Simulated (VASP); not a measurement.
A run of VASP 6.6.1 is set up as follows.

File POSCAR:

```
CuO
1.0
    3.1754955000      0.0000000000      0.0000000000
    0.0000000000      3.1754955000      0.0000000000
    0.0000000000      0.0000000000      4.6495318700
Cu O
2 2
Direct
    0.0000000000      0.0000000000      0.0000000000
    0.5000000000      0.5000000000      0.0000000000
    0.5000000000      0.0000000000      0.2670000000
    0.0000000000      0.5000000000      0.7330000000
```

Contents of INCAR.step1:

```
ALGO = Normal ; EDIFF = 1E-4
ENCUT = 520 ; GGA = PE
ISMEAR = -1 ; LASPH = T
LCHARG = F ; LDAU = T
LDAUJ = 0 0 ; LDAUL = 2 -1
LDAUTYPE = 2 ; LDAUU = 5.3 0
LMAXMIX = 4 ; LREAL = F
LWAVE = T ; NBANDS = 25
NELM = 150 ; PREC = Accurate
SIGMA = 0.05
```

File INCAR.step2:

```
ALGO = Normal ; EDIFF = 1E-7
ENCUT = 520 ; ISIF = 2
ISMEAR = -1 ; ISTART = 1
LASPH = T ; LCHARG = F
LDAU = T ; LDAUJ = 0 0
LDAUL = 2 -1 ; LDAUPRINT = 1
LDAUTYPE = 2 ; LDAUU = 5.3 0
LMAXMIX = 4 ; LMIXTAU = T
LREAL = F ; LWAVE = F
METAGGA = R2SCAN ; NBANDS = 25
NELM = 150 ; PREC = Accurate
SIGMA = 0.05
```

KPOINTS

```
k-points
0
Gamma
  8 8 6
```

Potentials or basis: VASP PAW PBE potentials, release 64 (Cu, O).

Launch:

```bash
$ cat potpaw_PBE.64/Cu/POTCAR potpaw_PBE.64/O/POTCAR > POTCAR
$ cp INCAR.step1 INCAR
$ mpirun -np 1 vasp_std > vasp.out
$ cp INCAR.step2 INCAR
$ mpirun -np 1 vasp_std > vasp.out
```

Question: Predict the pressure.

Answer: 5.6 GPa.

Question: Predict the band gap on the k mesh.

Answer: Zero (band 17 reaches 2.66 eV, above the bottom of band 18 at 1.19 eV).

Stress tensor (GPa, compression positive):
```
 16.99   0.00   0.00
  0.00  16.99   0.00
  0.00   0.00 -17.29
```

Caveat: the PAW data sets were made with another functional, which shifts forces and pressure a little; U without spin polarisation on a metal has little footing.
